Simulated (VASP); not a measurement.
Here is a VASP 6.6.1 calculation.

Contents of POSCAR:

```
Ti
1.0
    2.9477411147      0.0000000000      0.0000000000
   -1.4738705574      2.5528186891      0.0000000000
    0.0000000000      0.0000000000      4.5578809765
Ti
2
Direct
    0.6666666667      0.3333333333      0.7500000000
    0.3333333333      0.6666666667      0.2500000000
```

INCAR.step1

```
PREC     = Accurate       # precision mode
ENCUT    = 520            # plane-wave cutoff, eV
EDIFF    = 1E-5           # SCF threshold, eV
ISMEAR   = -1             # smearing method
SIGMA    = 0.05           # smearing width, eV
LREAL    = False          # projectors in reciprocal space
LASPH    = True           # aspherical terms in the spheres
NELM     = 80             # most SCF steps
ALGO     = Normal         # electronic algorithm
ISIF     = 2              # what is computed and relaxed
LWAVE    = True           # write WAVECAR
GGA      = PE             # functional
NBANDS   = 19             # bands
```

The input INCAR.step2:

```
PREC     = Accurate       # precision mode
ENCUT    = 520            # plane-wave cutoff, eV
EDIFF    = 1E-6           # SCF threshold, eV
ISMEAR   = -1             # smearing method
SIGMA    = 0.05           # smearing width, eV
LREAL    = False          # projectors in reciprocal space
LASPH    = True           # aspherical terms in the spheres
NELM     = 80             # most SCF steps
ALGO     = Normal         # electronic algorithm
ISIF     = 2              # what is computed and relaxed
LWAVE    = False          # write WAVECAR
LCHARG   = True           # write CHGCAR
GGA      = PE             # functional
LHFCALC  = True           # exact exchange
AEXX     = 0.25           # exact-exchange fraction
HFSCREEN = 0.3            # screening, 1/A
PRECFOCK = Normal       
LELF     = True           # ELF
LVHAR    = True         
ISTART   = 1            
NBANDS   = 19             # bands
```

The input KPOINTS:

```
regular mesh
0
Gamma
  5 5 3
```

Potentials or basis: VASP PAW PBE potentials, release 64 (Ti_sv).

Command:

```sh
$ cat potpaw_PBE.64/Ti_sv/POTCAR > POTCAR
$ cp INCAR.step1 INCAR
$ mpirun -np 1 vasp_std > vasp.out
$ cp INCAR.step2 INCAR
$ mpirun -np 1 vasp_std > vasp.out
```

Task: Estimate the band gap on the k mesh.

Result: Zero (bands 12 and 13 overlap by 0.98 eV).

Task: What does it give for the pressure?

Result: -0.6 GPa.

Caveat: the k points lie up to 0.49 Å⁻¹ apart, too coarse for converged energies and pressures of a metal; the PAW data sets were made with another functional, which shifts forces and pressure a little.
